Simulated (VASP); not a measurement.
A run of VASP 6.6.1:

The input INCAR:

```
ALGO = Normal ; EDIFF = 1E-6
EDIFFG = -0.01 ; ENCUT = 600
GGA = PE ; IBRION = 2
ISIF = 4 ; ISMEAR = 0
IVDW = 12 ; LASPH = T
LCHARG = F ; LREAL = F
LWAVE = F ; NELM = 100
NSW = 50 ; PREC = Accurate
SIGMA = 0.1
```

KPOINTS

```
k-points
0
Gamma
  9 9 14
```

File POSCAR:

```
Hg
1.0
    5.3788795333      0.0000000000      0.0000000000
   -2.6894397666      4.6582463197      0.0000000000
    0.0000000000      0.0000000000      3.1699860249
Hg
3
Direct
    0.3333333333      0.6666666667      0.5000000000
    0.0000000000      0.0000000000      0.0000000000
    0.6666666667      0.3333333333      0.5000000000
```

Potentials or basis: VASP PAW PBE potentials, release 64 (Hg).

Run with:

```sh
$ cat potpaw_PBE.64/Hg/POTCAR > POTCAR
$ mpirun -np 1 vasp_std > vasp.out
```

Hardware: 1 thread of Intel(R) Xeon(R) 6975P-C (Granite Rapids) (shared host).

Question: Estimate the wall time of this run.

Answer: Wall time 58 s on 1 thread of Intel(R) Xeon(R) 6975P-C (Granite Rapids), with other jobs on the host, peak memory 0.34 GiB. Counts: scf iterations 11, k points 96, ion steps 1.
